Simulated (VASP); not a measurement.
# CeO2 (R-3m) in VASP: notebook, part 2 of 2

VASP 6.6.1. Earlier steps stand in the parts before.

## 5. Single point, PBE

This run uses another cell than the first one, of 13.60 Å³/atom.

INCAR reads:

```
PREC     = Accurate       # precision mode
ENCUT    = 520            # plane-wave cutoff, eV
EDIFF    = 1E-7           # SCF threshold, eV
ISMEAR   = 1              # smearing method
SIGMA    = 0.15           # smearing width, eV
LREAL    = F              # projectors in reciprocal space
LASPH    = T              # aspherical terms in the spheres
NELM     = 80             # most SCF steps
ALGO     = Normal         # electronic algorithm
ISIF     = 2              # what is computed and relaxed
LWAVE    = F              # write WAVECAR
LCHARG   = F              # write CHGCAR
GGA      = PE             # functional
NBANDS   = 19             # bands
```

KPOINTS reads:

```
regular mesh
0
Gamma
  10 10 10
```

POSCAR reads:

```
CeO2
1.0
    1.9316244551      1.1152238991      3.1555473298
   -1.9316244551      1.1152238991      3.1555473298
    0.0000000000     -2.2304477983      3.1555473297
Ce O
1 2
Direct
    0.0000000000      0.0000000000      0.0000000000
    0.2499945096      0.2499945096      0.2499945096
    0.7500054904      0.7500054904      0.7500054904
```

Potentials or basis: VASP PAW PBE potentials, release 64 (Ce, O).

Run with:

```bash
cat potpaw_PBE.64/Ce/POTCAR potpaw_PBE.64/O/POTCAR > POTCAR
mpirun -np 1 vasp_std > vasp.out
```

OUTCAR:

```text
PREC = Accurate
   ENCUT = 520
   EDIFF = 1E-7
   ISMEAR = 1
   LREAL = F
   LASPH = T
   NELM = 80
   ISIF = 2
   GGA = PE

 ion  position               nearest neighbor table
   1  0.000  0.000  0.000-   3 2.37   2 2.37   3 2.37   3 2.37   2 2.37   2 2.37   3 2.37   2 2.37

   2  0.250  0.250  0.250-   1 2.37   1 2.37   1 2.37   1 2.37
   3  0.750  0.750  0.750-   1 2.37   1 2.37   1 2.37   1 2.37

  LATTYP: Found a trigonal (rhomboedric) cell.
 ALAT       =     3.8642433064
[... 723 lines left out ...]

  FORCE on cell =-STRESS in cart. coord.  units (eV):
  Direction    XX          YY          ZZ          XY          YZ          ZX
  --------------------------------------------------------------------------------------
  -------------------------------------------------------------------------------------
  Total       -0.0169448     -0.0169448     -0.0265523      0.0000000     -0.0000000      0.0000000
  in kB       -0.6656366     -0.6656366     -1.0430429      0.0000000     -0.0000000      0.0000000
  external PRESSURE =      -0.7914387 kB  Pullay stress =       0.0000000 kB

 VOLUME and BASIS-vectors are now :
 -----------------------------------------------------------------------------
  energy-cutoff  :      520.00
  volume of cell :       40.79
      direct lattice vectors                 reciprocal lattice vectors
     1.931624455  1.115223899  3.155547330     0.258849487  0.149446821  0.105634078
    -1.931624455  1.115223899  3.155547330    -0.258849487  0.149446821  0.105634078
     0.000000000 -2.230447798  3.155547330     0.000000000 -0.298893642  0.105634078

 POSITION                                       TOTAL-FORCE (eV/Angst)
 -----------------------------------------------------------------------------------
      0.00000      0.00000      0.00000         0.000000     -0.000000     -0.000000
      0.00000     -0.00000      2.36661         0.000000     -0.000000      0.000093
      0.00000     -0.00000      7.10003         0.000000      0.000000     -0.000093
 -----------------------------------------------------------------------------------
    total drift:                               -0.000000     -0.000000      0.000000

  FREE ENERGIE OF THE ION-ELECTRON SYSTEM (eV)
  ---------------------------------------------------
  free  energy   TOTEN  =       -26.2284017760 eV

  energy  without entropy=      -26.2333990844  energy(sigma->0) =      -26.23006755
```

stdout:

```text
POSCAR found type information on POSCAR CeO
 POSCAR found :  2 types and       3 ions
 scaLAPACK will be used
 LDA part: xc-table for (Slater+PW92), standard interpolation
 POSCAR, INCAR and KPOINTS ok, starting setup
 FFT: planning ... GRIDC
 FFT: planning ... GRID_SOFT
 FFT: planning ... GRID
 WAVECAR not read
 entering main loop
```

Wall time 1.9 min (1 thread of AMD EPYC 9R45 (Zen 5), shared host); peak memory 0.22 GiB.

Results:

```
Free energy            : -26.2284 eV
Pressure               : -0.1 GPa
Band gap on the k mesh : 1.89 eV (least direct gap 1.95 eV)
```

Caveat: spin-orbit coupling is left out, which moves the levels of the heavy elements. Spin polarisation is off, so any magnetic state and its effect on volume and gap are missing.

## 6. Single point, RPBE

This run uses another cell than the first one, of 13.60 Å³/atom.

INCAR reads:

```
ALGO = Normal
EDIFF = 1E-7
ENCUT = 520
GGA = RP
ISIF = 2
ISMEAR = 0
LASPH = True
LCHARG = False
LREAL = False
LWAVE = False
NBANDS = 19
NELM = 80
PREC = Accurate
SIGMA = 0.05
```

KPOINTS reads:

```
k-points
0
Gamma
  10 10 10
```

POSCAR is that of step 5.

Potentials or basis: VASP PAW PBE potentials, release 64 (Ce, O).

Run with:

```bash
cat potpaw_PBE.64/Ce/POTCAR potpaw_PBE.64/O/POTCAR > POTCAR
mpirun -np 1 vasp_std > vasp.out
```

OUTCAR:

```text
EDIFF = 1E-7
   ENCUT = 520
   GGA = RP
   ISIF = 2
   ISMEAR = 0
   LASPH = True
   LREAL = False
   NELM = 80
   PREC = Accurate

 ion  position               nearest neighbor table
   1  0.000  0.000  0.000-   3 2.37   2 2.37   3 2.37   3 2.37   2 2.37   2 2.37   3 2.37   2 2.37

   2  0.250  0.250  0.250-   1 2.37   1 2.37   1 2.37   1 2.37
   3  0.750  0.750  0.750-   1 2.37   1 2.37   1 2.37   1 2.37

[... 724 lines left out ...]
------------------------ aborting loop because EDIFF is reached ----------------------------------------

  FORCE on cell =-STRESS in cart. coord.  units (eV):
  Direction    XX          YY          ZZ          XY          YZ          ZX
  --------------------------------------------------------------------------------------
  -------------------------------------------------------------------------------------
  Total        0.9797792      0.9797792      0.9704500      0.0000000      0.0000000     -0.0000000
  in kB       38.4882416     38.4882416     38.1217690      0.0000000      0.0000000     -0.0000000
  external PRESSURE =      38.3660841 kB  Pullay stress =       0.0000000 kB

 VOLUME and BASIS-vectors are now :
 -----------------------------------------------------------------------------
  energy-cutoff  :      520.00
  volume of cell :       40.79
      direct lattice vectors                 reciprocal lattice vectors
     1.931624455  1.115223899  3.155547330     0.258849487  0.149446821  0.105634078
    -1.931624455  1.115223899  3.155547330    -0.258849487  0.149446821  0.105634078
     0.000000000 -2.230447798  3.155547330     0.000000000 -0.298893642  0.105634078

 POSITION                                       TOTAL-FORCE (eV/Angst)
 -----------------------------------------------------------------------------------
      0.00000      0.00000      0.00000         0.000000     -0.000000     -0.000000
      0.00000     -0.00000      2.36661         0.000000     -0.000000      0.000066
      0.00000     -0.00000      7.10003         0.000000      0.000000     -0.000066
 -----------------------------------------------------------------------------------
    total drift:                               -0.000000     -0.000000      0.000000

  FREE ENERGIE OF THE ION-ELECTRON SYSTEM (eV)
  ---------------------------------------------------
  free  energy   TOTEN  =       -24.9357299742 eV

  energy  without entropy=      -24.9357299742  energy(sigma->0) =      -24.93572997
```

OSZICAR:

```text
N       E                     dE             d eps       ncg     rms          rms(c)
DAV:   1     0.232839802362E+03    0.23284E+03   -0.11327E+04  4504   0.166E+03
DAV:   2     0.110066042097E+02   -0.22183E+03   -0.19315E+03  5578   0.286E+02
DAV:   3    -0.290238144842E+02   -0.40030E+02   -0.37117E+02  5378   0.145E+02
[... 14 lines left out ...]
DAV:  18    -0.249357318985E+02    0.19316E-05   -0.28311E-05  6282   0.420E-02    0.530E-02
DAV:  19    -0.249357334755E+02   -0.15769E-05   -0.53780E-06  4973   0.210E-02    0.276E-02
DAV:  20    -0.249357307328E+02    0.27427E-05   -0.27014E-06  5666   0.234E-02    0.137E-02
DAV:  21    -0.249357299840E+02    0.74874E-06   -0.11769E-06  5629   0.143E-02    0.431E-03
DAV:  22    -0.249357299742E+02    0.98503E-08   -0.92862E-08  3136   0.228E-03
   1 F= -.24935730E+02 E0= -.24935730E+02  d E =-.126214E-10
```

Run time: 1.9 min. Hardware: 1 thread of AMD EPYC 9R45 (Zen 5), shared host; peak memory 0.22 GiB.

What came out:

* Free energy: -24.9357 eV
* Pressure: 3.8 GPa
* Band gap on the k mesh: 1.90 eV (least direct gap 1.96 eV)

Levels at points of the mesh, in eV from the valence-band top:
```
           k point  band 9  band 10  band 11  band 12  band 13  band 14  band 15  band 16
(0.00, 0.00, 0.00)   -3.67    -0.54    -0.54    -0.54     2.20     2.20     2.20     2.42
(0.50, 0.00, 0.00)   -1.21    -1.14    -0.75    -0.75     1.90     2.06     2.06     2.20
(0.50, 0.50, 0.00)   -1.17    -0.71    -0.71    -0.56     1.93     2.01     2.01     2.16
(0.50, 0.50, 0.50)   -1.21    -1.14    -0.75    -0.75     1.90     2.06     2.06     2.20
```

Caveat: the cell stands under pressure; the PAW data sets were made with another functional, which shifts forces and pressure a little; spin-orbit coupling is left out, which moves the levels of the heavy elements. A k mesh can miss the band edges.

## 7. The runs side by side

| level | cell | smearing | gap on the mesh (eV) | pressure (GPa) |
| --- | --- | --- | --- | --- |
| PBE | a = 3.838 Å, angles 60.0°, 3 atoms | gaussian 0.05 eV | 1.94 | 3.6 |
| PBE | a = 3.864 Å, angles 60.0°, 3 atoms | gaussian 0.05 eV | 1.89 | 0.0 |
| PBE | a = 3.864 Å, angles 60.0°, 3 atoms | methfessel-paxton 0.15 eV | 1.89 | -0.1 |
| RPBE | a = 3.864 Å, angles 60.0°, 3 atoms | gaussian 0.05 eV | 1.90 | 3.8 |

Alike in all rows: task single point; potentials or basis VASP PAW PBE potentials, release 64 (Ce, O); no spin polarisation; k mesh 10 × 10 × 10; cutoff (eV) 520.

Caveats: spin-orbit coupling is left out, which moves the levels of the heavy elements; the cell stands under pressure (at least some runs); the PAW data sets were made with another functional, which shifts forces and pressure a little (at least some runs).

Absolute energies hang on the potentials; compare differences alone.
